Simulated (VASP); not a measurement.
TaCuN2, 12 atoms in the cell. The structure is trigonal, space group R-3m (No. 166). The conventional cell has a = 3.153 Å, b = 3.153 Å, c = 17.251 Å, α = 90.00°, β = 90.00°, γ = 120.00°. Within 2.8 Å of Ta (site symmetry -3m) lie 6 N at 2.10 Å. Cu (site symmetry -3m) has 2 N at 1.83 Å within 2.4 Å. N (site symmetry 3m) has 1 Cu at 1.83 Å and 3 Ta at 2.10 Å within 2.4 Å.  This cell differs from its parent crystal: biaxial strain in the a-b plane: +1.0 %, then relaxed in part.

* Program: VASP 6.6.1
* Task: single point
* Functional: PBEsol
* Potentials or basis: VASP PAW PBE potentials, release 64 (Ta_pv, Cu, N)
* Cutoff: 520 eV
* k mesh: 12 × 12 × 2
* Occupations: gaussian, width 0.02 eV
* Spin: no spin polarisation
* Dipole correction: no
* Further INCAR settings: ALGO = Normal; EDIFF = 1e-06; NBANDS = 60

Potentials or basis: VASP PAW PBE potentials, release 64 (Ta_pv, Cu, N).

The run is started by

```console
$ cat potpaw_PBE.64/Ta_pv/POTCAR potpaw_PBE.64/Cu/POTCAR potpaw_PBE.64/N/POTCAR > POTCAR
$ mpirun -np 1 vasp_std > vasp.out
```

Hardware: 1 thread of Intel(R) Xeon(R) Platinum 8488C (Sapphire Rapids), on a shared host.

Task: Estimate the wall time of this run.

Result: It took 7.8 min on 1 thread of Intel(R) Xeon(R) Platinum 8488C (Sapphire Rapids), with other jobs on the host, peak memory 0.43 GiB. Counts: scf iterations 17, k points 38.
